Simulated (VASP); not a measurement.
Here is a VASP 6.6.1 calculation.

Contents of INCAR:

```
PREC = Accurate
ENCUT = 520
EDIFF = 1E-7
ISMEAR = -1
SIGMA = 0.1
LREAL = False
LASPH = True
NELM = 60
ALGO = Normal
ISIF = 2
LWAVE = False
LCHARG = True
GGA = PS
LELF = True
LVHAR = True
NBANDS = 15
```

KPOINTS

```
Automatic mesh
0
Gamma
  10 10 8
```

Contents of POSCAR:

```
HfB2
1.0
    3.0539289143      0.0000000000      0.0000000000
   -1.5269644572      2.6447800232      0.0000000000
    0.0000000000      0.0000000000      3.3846091152
Hf B
1 2
Direct
    0.0000000000      0.0000000000      0.0000000000
    0.3333333333      0.6666666667      0.5000000000
    0.6666666667      0.3333333333      0.5000000000
```

Potentials or basis: VASP PAW PBE potentials, release 64 (Hf_pv, B).

Command:

```bash
$ cat potpaw_PBE.64/Hf_pv/POTCAR potpaw_PBE.64/B/POTCAR > POTCAR
$ mpirun -np 1 vasp_std > vasp.out
```

Q: What does it give for the pressure?

A: 20.0 GPa.

Q: What does it give for the band gap on the k mesh?

A: Zero (band 8 reaches 8.83 eV, above the bottom of band 9 at 7.92 eV).

Stress tensor (GPa, compression positive):
```
21.11  0.00  0.00
 0.00 21.11  0.00
 0.00  0.00 17.74
```

Caveat: the PAW data sets were made with another functional, which shifts forces and pressure a little; spin-orbit coupling is left out, which moves the levels of the heavy elements.
